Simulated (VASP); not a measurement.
# SrTiO3 in VASP: notebook

Runs on SrTiO3. Level: PBE. Tasks: single point.

All numbers are computed with VASP 6.6.1; they aren't measurements. Logs are shortened: lines on timing, memory, paths and dates and some standing lists are left out, and cuts for length are marked.

## (1) The cell of the first run

It takes space group Pm-3m (No. 221, cubic). Conventional cell: a = 3.905 Å, b = 3.905 Å, c = 3.905 Å, α = 90.00°, β = 90.00°, γ = 90.00°. Within 3.6 Å of Sr (site symmetry m-3m) lie 12 O at 2.76 Å and 8 Ti at 3.38 Å. Ti (site symmetry m-3m) has 6 O at 1.95 Å within 2.6 Å. O (site symmetry 4/mmm) has 2 Ti at 1.95 Å within 2.6 Å.

## (2) Single point, PBE

Contents of INCAR:

```
  PREC = Accurate
  ENCUT = 600
  EDIFF = 1E-6
  ISMEAR = -1
  SIGMA = 0.02
  LREAL = False
  LASPH = True
  NELM = 120
  ALGO = Normal
  ISIF = 2
  LWAVE = False
  LCHARG = False
  GGA = PE
  NBANDS = 28
  GGA_COMPAT = False
```

Contents of KPOINTS:

```
Automatic mesh
0
Gamma
  8 8 8
```

Contents of POSCAR:

```
SrTiO3
1.0
    3.9050000000      0.0000000000      0.0000000000
    0.0000000000      3.9050000000      0.0000000000
    0.0000000000      0.0000000000      3.9050000000
Sr Ti O
1 1 3
Direct
    0.0000000000      0.0000000000      0.0000000000
    0.5000000000      0.5000000000      0.5000000000
    0.0000000000      0.5000000000      0.5000000000
    0.5000000000      0.0000000000      0.5000000000
    0.5000000000      0.5000000000      0.0000000000
```

Potentials or basis: VASP PAW PBE potentials, release 64 (Sr_sv, Ti_sv, O).

Started as:

```
$ cat potpaw_PBE.64/Sr_sv/POTCAR potpaw_PBE.64/Ti_sv/POTCAR potpaw_PBE.64/O/POTCAR > POTCAR
$ mpirun -np 1 vasp_std > vasp.out
```

OUTCAR:

```text
PREC = Accurate
   ENCUT = 600
   EDIFF = 1E-6
   ISMEAR = -1
   LREAL = False
   LASPH = True
   NELM = 120
   ISIF = 2
   GGA = PE

 ion  position               nearest neighbor table
   1  0.000  0.000  0.000-   3 2.76   4 2.76   5 2.76   3 2.76   4 2.76   3 2.76   5 2.76   3 2.76
                             4 2.76   5 2.76   4 2.76   5 2.76   2 3.38   2 3.38   2 3.38   2 3.38
   2  0.500  0.500  0.500-   3 1.95   4 1.95   5 1.95   5 1.95   4 1.95   3 1.95   1 3.38   1 3.38
                             1 3.38   1 3.38   1 3.38   1 3.38   1 3.38   1 3.38
   3  0.000  0.500  0.500-   2 1.95   2 1.95   1 2.76   1 2.76   1 2.76   1 2.76
   4  0.500  0.000  0.500-   2 1.95   2 1.95   1 2.76   1 2.76   1 2.76   1 2.76
   5  0.500  0.500  0.000-   2 1.95   2 1.95   1 2.76   1 2.76   1 2.76   1 2.76

  LATTYP: Found a simple cubic cell.
 ALAT       =     3.9050000000

  Lattice vectors:

 A1 = (   3.9050000000,   0.0000000000,   0.0000000000)
 A2 = (   0.0000000000,   3.9050000000,   0.0000000000)
 A3 = (   0.0000000000,   0.0000000000,   3.9050000000)

Analysis of symmetry for initial positions (statically):
=====================================================================
 Subroutine PRICEL returns:
 Original cell was already a primitive cell.

 Routine SETGRP: Setting up the symmetry group for a
 simple cubic supercell.

 Subroutine GETGRP returns: Found 48 space group operations
 (whereof 48 operations were pure point group operations)
 out of a pool of 48 trial point group operations.

The static configuration has the point symmetry O_h .

Analysis of symmetry for dynamics (positions and initial velocities):
=====================================================================
 Subroutine PRICEL returns:
 Original cell was already a primitive cell.

 Routine SETGRP: Setting up the symmetry group for a
 simple cubic supercell.

 Subroutine GETGRP returns: Found 48 space group operations
 (whereof 48 operations were pure point group operations)
 out of a pool of 48 trial point group operations.

The dynamic configuration has the point symmetry O_h .

 Subroutine INISYM returns: Found 48 space group operations
 (whereof 48 operations are pure point group operations),
 and found     1 'primitive' translations

----------------------------------------------------------------------------------------

                                     Primitive cell

  volume of cell :      59.5474

[... 90 lines left out ...]
   LSORBIT =      F    spin-orbit coupling
   LASPH  =      T    aspherical Exc in radial PAW
   ENCUT  =  600.0 eV  44.10 Ry    6.64 a.u.   7.80  7.80  7.80*2*pi/ulx,y,z
   NELM   =    120;   NELMIN=  2; NELMDL= -5     # of ELM steps
   EDIFF  = 0.1E-05   stopping-criterion for ELM
   LREAL  =      F    real-space projection
   EDIFFG = 0.1E-04   stopping-criterion for IOM
   NSW    =      0    number of steps for IOM
   IBRION =     -1    ionic relax: 0-MD 1-quasi-New 2-CG
   NFREE  =      0    steps in history (QN), initial steepest desc. (CG)
   ISIF   =      2    stress and relaxation
   ISYM   =      2    0-nonsym 1-usesym 2-fastsym
   POTIM  = 0.5000    time-step for ionic-motion
   TEBEG  =    0.0;   TEEND  =   0.0 temperature during run
   PSTRESS=    0.0 pullay stress
   NELECT =      40.0000    total number of electrons
   NUPDOWN=      -1.0000    fix difference up-down
   EMIN   =  10.00;   EMAX   =-10.00  energy-range for DOS
   EFERMI =   0.00;   METHOD = LEGACY
   ISMEAR =    -1;   SIGMA  =   0.02  broadening in eV -4-tet -1-fermi 0-gaus
   EFERMI_NEDOS =   21; number of points for ismear=-14 and -15
   IALGO  =     38    algorithm
   IMIX   =      4    mixing-type and parameters
     AMIX     =   0.40;   BMIX     =  1.00
     AMIX_MAG =   1.60;   BMIX_MAG =  1.00
  volume/ion in A,a.u.               =      11.91        80.37
  Fermi-wavevector in a.u.,A,eV,Ry     =   1.433751  2.709397 27.968714  2.055642
  Thomas-Fermi vector in A             =   2.553235
   LORBIT       =      0    0 simple, 1 ext, 2 COOP (PROOUT), +10 PAW based schemes
   GGA     = PE    functional components
   LHFCALC =     F    Hartree Fock is set to
   AEXX    =    0.0000 exact exchange contribution
   IVDW    =     0    specifies the selected vdW correction
   LEPSILON=     F    determine dielectric tensor
   LRPA    =     F    only Hartree local field effects (RPA)
 non-spin polarized calculation
  energy-cutoff  :      600.00
  volume of cell :       59.55
 maximum number of plane-waves:      2008
 NGX is ok and might be reduce to    32
   NGX = 15   NGY = 15   NGZ = 15

 number of electron      39.9999979 magnetization

 Free energy of the ion-electron system (eV)
  ---------------------------------------------------
  ext. energy  EPLUGINS =         0.00000000
  ---------------------------------------------------
  free energy    TOTEN  =       -40.08334621 eV

  energy without entropy =      -40.08334621  energy(sigma->0) =      -40.08334621

 E-fermi :   4.6869     XC(G=0): -11.2706

 val. band max:        4.1635485287   @ k =   0.5000   0.5000   0.5000
 cond. band min:       6.0208342642   @ k =   0.0000   0.0000   0.0000
 fundamental gap:      1.8572857354
 Fermi energy:         4.6869206836

 k-point     1 :       0.0000    0.0000    0.0000
  band No.  band energies     occupation
      1     -52.3000      2.00000
      2     -28.6254      2.00000
      3     -28.5465      2.00000
      4     -28.5465      2.00000
      5     -28.5465      2.00000
      6     -13.2646      2.00000
[... 733 lines left out ...]
     27      12.4033      0.00000
     28      12.9130      0.00000

 [... further k-points ...]
[... 5 lines left out ...]
  --------------------------------------------------------------------------------------
  -------------------------------------------------------------------------------------
  Total        1.7786698      1.7786698      1.7786698      0.0000000      0.0000000      0.0000000
  in kB       47.8567068     47.8567068     47.8567068      0.0000000      0.0000000      0.0000000
  external PRESSURE =      47.8567068 kB  Pullay stress =       0.0000000 kB

 VOLUME and BASIS-vectors are now :
 -----------------------------------------------------------------------------
  energy-cutoff  :      600.00
  volume of cell :       59.55
      direct lattice vectors                 reciprocal lattice vectors
     3.905000000  0.000000000  0.000000000     0.256081946  0.000000000  0.000000000
     0.000000000  3.905000000  0.000000000     0.000000000  0.256081946  0.000000000
     0.000000000  0.000000000  3.905000000     0.000000000  0.000000000  0.256081946

 POSITION                                       TOTAL-FORCE (eV/Angst)
 -----------------------------------------------------------------------------------
      0.00000      0.00000      0.00000         0.000000      0.000000      0.000000
      1.95250      1.95250      1.95250         0.000000      0.000000      0.000000
      0.00000      1.95250      1.95250         0.000000      0.000000      0.000000
      1.95250      0.00000      1.95250         0.000000      0.000000      0.000000
      1.95250      1.95250      0.00000         0.000000      0.000000      0.000000
 -----------------------------------------------------------------------------------
    total drift:                                0.000000     -0.000000     -0.000000

  FREE ENERGIE OF THE ION-ELECTRON SYSTEM (eV)
  ---------------------------------------------------
  free  energy   TOTEN  =       -40.0833462051 eV

  energy  without entropy=      -40.0833462051  energy(sigma->0) =      -40.08334621
```

Wall time 29 s (1 thread of Intel Xeon 6975P-C (Granite Rapids), shared host); peak memory 0.21 GiB.

What came out:

```
Free energy            : -40.0833 eV
Pressure               : 4.8 GPa
Band gap on the k mesh : 1.86 eV, indirect (least direct gap 2.21 eV)
```

A k mesh can miss the band edges.

## (3) Single point, PBE (z stretched by -1 %, then relaxed in part)

Contents of INCAR:

```
SYSTEM = SrTiO3
ALGO = Normal
EDIFF = 1E-6
ENCUT = 600
GGA = PE
GGA_COMPAT = .False.
ISIF = 2
ISMEAR = -1
LASPH = .True.
LCHARG = .False.
LREAL = .False.
LWAVE = .False.
NBANDS = 28
NELM = 120
PREC = Accurate
SIGMA = 0.02
```

Contents of KPOINTS:

```
k-points
0
Gamma
  8 8 8
  0 0 0
```

POSCAR, as its differences from that of step 2:

```diff
@@ -4,3 +4,3 @@
     0.0000000000      3.9050000000      0.0000000000
-    0.0000000000      0.0000000000      3.9050000000
+    0.0000000000      0.0000000000      3.8659500000
 Sr Ti O
```

Potentials or basis: VASP PAW PBE potentials, release 64 (Sr_sv, Ti_sv, O).

Started as:

```
$ cat potpaw_PBE.64/Sr_sv/POTCAR potpaw_PBE.64/Ti_sv/POTCAR potpaw_PBE.64/O/POTCAR > POTCAR
$ mpirun -np 1 vasp_std > vasp.out
```

Run time: 53 s. Hardware: 1 thread of Intel Xeon 6975P-C (Granite Rapids), shared host; peak memory 0.28 GiB.

It converged, with:

```yaml
Free_energy: -40.0573 eV
Pressure: 6.8 GPa
Band_gap_on_the_k_mesh: 1.86 eV, indirect (least direct gap 2.21 eV)
```

Stress tensor (GPa, compression positive):
```
5.92 0.00 0.00
0.00 5.92 0.00
0.00 0.00 8.52
```

Levels at points of the mesh, in eV from the valence-band top:
```tsv
k point	band 16	band 17	band 18	band 19	band 20	band 21	band 22	band 23	band 24	band 25
(0.00, 0.00, 0.00)	-1.20	-1.17	-0.36	-0.36	-0.35	1.86	1.87	1.87	4.33	4.41
(0.50, 0.00, 0.00)	-2.36	-2.34	-2.02	-0.73	-0.73	2.04	3.79	3.80	4.41	6.60
(0.50, 0.50, 0.00)	-2.85	-1.71	-1.63	-1.63	-0.12	3.80	3.80	4.25	5.44	7.91
(0.00, 0.00, 0.50)	-2.46	-2.46	-2.03	-0.75	-0.75	2.04	3.89	3.89	4.35	6.66
(0.50, 0.00, 0.50)	-2.89	-1.73	-1.57	-1.57	-0.09	3.80	3.90	4.31	5.33	7.94
(0.50, 0.50, 0.50)	-3.80	-3.72	-0.02	0.00	0.00	4.48	4.54	4.54	6.94	6.99
```

Caveat: the cell differs from its parent crystal (z stretched by -1 %, then relaxed in part). A k mesh can miss the band edges.

## (4) Single point, PBE (volume scaled by 0.94, then relaxed in part)

Contents of INCAR:

```
SYSTEM = SrTiO3
PREC = Accurate ; ENCUT = 600
EDIFF = 1E-6 ; ISMEAR = -1
SIGMA = 0.02 ; LREAL = .FALSE.
LASPH = .TRUE. ; NELM = 120
ALGO = Normal ; ISIF = 2
LWAVE = .FALSE. ; LCHARG = .TRUE.
GGA = PE ; LELF = .TRUE.
LVHAR = .TRUE. ; NBANDS = 28
GGA_COMPAT = .FALSE.
```

Contents of KPOINTS:

```
Automatic mesh
0
G
  8 8 8
  0 0 0
```

POSCAR, as its differences from that of step 3:

```diff
@@ -2,5 +2,5 @@
 1.0
-    3.9050000000      0.0000000000      0.0000000000
-    0.0000000000      3.9050000000      0.0000000000
-    0.0000000000      0.0000000000      3.8659500000
+    3.8252837545      0.0000000000      0.0000000000
+    0.0000000000      3.8252837545      0.0000000000
+    0.0000000000      0.0000000000      3.8252837545
 Sr Ti O
```

Potentials or basis: VASP PAW PBE potentials, release 64 (Sr_sv, Ti_sv, O).

Started as:

```
$ cat potpaw_PBE.64/Sr_sv/POTCAR potpaw_PBE.64/Ti_sv/POTCAR potpaw_PBE.64/O/POTCAR > POTCAR
$ mpirun -np 1 vasp_std > vasp.out
```

OUTCAR:

```text
SYSTEM = SrTiO3
   PREC = Accurate
   ENCUT = 600
   EDIFF = 1E-6
   ISMEAR = -1
   LREAL = .FALSE.
   LASPH = .TRUE.
   NELM = 120
   ISIF = 2
   GGA = PE

 ion  position               nearest neighbor table
   1  0.000  0.000  0.000-   3 2.70   4 2.70   5 2.70   3 2.70   4 2.70   3 2.70   5 2.70   3 2.70
                             4 2.70   5 2.70   4 2.70   5 2.70   2 3.31   2 3.31   2 3.31   2 3.31
   2  0.500  0.500  0.500-   3 1.91   4 1.91   5 1.91   5 1.91   4 1.91   3 1.91   1 3.31   1 3.31
                             1 3.31   1 3.31   1 3.31   1 3.31   1 3.31   1 3.31
   3  0.000  0.500  0.500-   2 1.91   2 1.91   1 2.70   1 2.70   1 2.70   1 2.70
   4  0.500  0.000  0.500-   2 1.91   2 1.91   1 2.70   1 2.70   1 2.70   1 2.70
   5  0.500  0.500  0.000-   2 1.91   2 1.91   1 2.70   1 2.70   1 2.70   1 2.70

  LATTYP: Found a simple cubic cell.
 ALAT       =     3.8252837545

  Lattice vectors:

 A1 = (   3.8252837545,   0.0000000000,   0.0000000000)
 A2 = (   0.0000000000,   3.8252837545,   0.0000000000)
 A3 = (   0.0000000000,   0.0000000000,   3.8252837545)

Analysis of symmetry for initial positions (statically):
=====================================================================
 Subroutine PRICEL returns:
[... 174 lines left out ...]

  energy without entropy =      -39.82583578  energy(sigma->0) =      -39.82583578

 E-fermi :   5.1231     XC(G=0): -11.6012

 val. band max:        4.6853397502   @ k =   0.5000   0.5000   0.5000
 cond. band min:       6.6535104375   @ k =   0.0000   0.0000   0.0000
 fundamental gap:      1.9681706873
 Fermi energy:         5.1231461133

 k-point     1 :       0.0000    0.0000    0.0000
  band No.  band energies     occupation
      1     -51.5195      2.00000
      2     -27.9208      2.00000
      3     -27.8106      2.00000
      4     -27.8106      2.00000
      5     -27.8106      2.00000
      6     -12.9694      2.00000
[... 733 lines left out ...]
     27      13.4900      0.00000
     28      13.7891      0.00000

 [... further k-points ...]
[... 5 lines left out ...]
  --------------------------------------------------------------------------------------
  -------------------------------------------------------------------------------------
  Total        6.3693916      6.3693916      6.3693916     -0.0000000     -0.0000000      0.0000000
  in kB      182.3129693    182.3129693    182.3129693     -0.0000000     -0.0000000      0.0000000
  external PRESSURE =     182.3129693 kB  Pullay stress =       0.0000000 kB

 VOLUME and BASIS-vectors are now :
 -----------------------------------------------------------------------------
  energy-cutoff  :      600.00
  volume of cell :       55.97
      direct lattice vectors                 reciprocal lattice vectors
     3.825283755  0.000000000  0.000000000     0.261418515  0.000000000  0.000000000
     0.000000000  3.825283755  0.000000000     0.000000000  0.261418515  0.000000000
     0.000000000  0.000000000  3.825283755     0.000000000  0.000000000  0.261418515

 POSITION                                       TOTAL-FORCE (eV/Angst)
 -----------------------------------------------------------------------------------
      0.00000      0.00000      0.00000         0.000000      0.000000      0.000000
      1.91264      1.91264      1.91264         0.000000      0.000000      0.000000
      0.00000      1.91264      1.91264         0.000000      0.000000      0.000000
      1.91264      0.00000      1.91264         0.000000      0.000000      0.000000
      1.91264      1.91264      0.00000         0.000000      0.000000      0.000000
 -----------------------------------------------------------------------------------
    total drift:                                0.000000     -0.000000     -0.000000

  FREE ENERGIE OF THE ION-ELECTRON SYSTEM (eV)
  ---------------------------------------------------
  free  energy   TOTEN  =       -39.8258357797 eV

  energy  without entropy=      -39.8258357797  energy(sigma->0) =      -39.82583578
```

Run time: 37 s. Hardware: 1 thread of AMD EPYC 9R45 (Zen 5), shared host; peak memory 0.19 GiB.

Results:

```
Free energy            : -39.8258 eV
Pressure               : 18.2 GPa
Band gap on the k mesh : 1.97 eV, indirect (least direct gap 2.28 eV)
```

 A k mesh can miss the band edges.

## (5) The runs side by side

```csv
cell,gap on the mesh (eV),pressure (GPa)
"a = 3.905 Å, 5 atoms",1.86,4.8
"a = 3.905, b = 3.905, c = 3.866 Å, 5 atoms",1.86,6.8
"a = 3.825 Å, 5 atoms",1.97,18.2
```

Alike in all rows: task single point; level PBE; potentials or basis VASP PAW PBE potentials, release 64 (Sr_sv, Ti_sv, O); no spin polarisation; k mesh 8 × 8 × 8; cutoff (eV) 600; smearing fermi-dirac 0.02 eV.

Total energies depend on the potentials used, so only differences within one code and one set of settings carry meaning.
